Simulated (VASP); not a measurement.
A run of VASP 6.6.1 is set up as follows.

File INCAR:

```
PREC = Accurate
ENCUT = 600
EDIFF = 1E-6
ISMEAR = -1
SIGMA = 0.02
LREAL = F
LASPH = T
NELM = 100
ALGO = Normal
ISIF = 3
LWAVE = F
LCHARG = F
GGA = CA
IBRION = 2
NSW = 80
EDIFFG = -0.005
```

Contents of KPOINTS:

```
Automatic mesh
0
Gamma
  6 6 6
```

POSCAR

```
CsH
1.0
    0.0000000000      3.2147135040      3.2147135040
    3.2147135040      0.0000000000      3.2147135040
    3.2147135040      3.2147135040      0.0000000000
Cs H
1 1
Direct
    0.0000000000      0.0000000000      0.0000000000
    0.5000000000      0.5000000000      0.5000000000
```

Potentials or basis: VASP PAW LDA potentials, release 64 (Cs_sv, H).

Command:

```console
$ cat potpaw_LDA.64/Cs_sv/POTCAR potpaw_LDA.64/H/POTCAR > POTCAR
$ mpirun -np 1 vasp_std > vasp.out
```

**Question.** Predict the relaxed cell.

**Answer.** a = 4.324 Å, b = 4.324 Å, c = 4.324 Å, α = 60.00°, β = 60.00°, γ = 60.00°.

**Question.** Estimate the space group after relaxing (to 0.05 Å).

**Answer.** Fm-3m (No. 225).

Final structure:
```cif
data_structure
_symmetry_space_group_name_H-M 'P 1'
_symmetry_Int_Tables_number 1
_cell_length_a 4.3240
_cell_length_b 4.3240
_cell_length_c 4.3240
_cell_angle_alpha 60.000
_cell_angle_beta 60.000
_cell_angle_gamma 60.000
_cell_volume 57.17
loop_
_atom_site_label
_atom_site_type_symbol
_atom_site_fract_x
_atom_site_fract_y
_atom_site_fract_z
_atom_site_occupancy
Cs1 Cs 0.00000 0.00000 0.00000 1
H1 H 0.50000 0.50000 0.50000 1
```
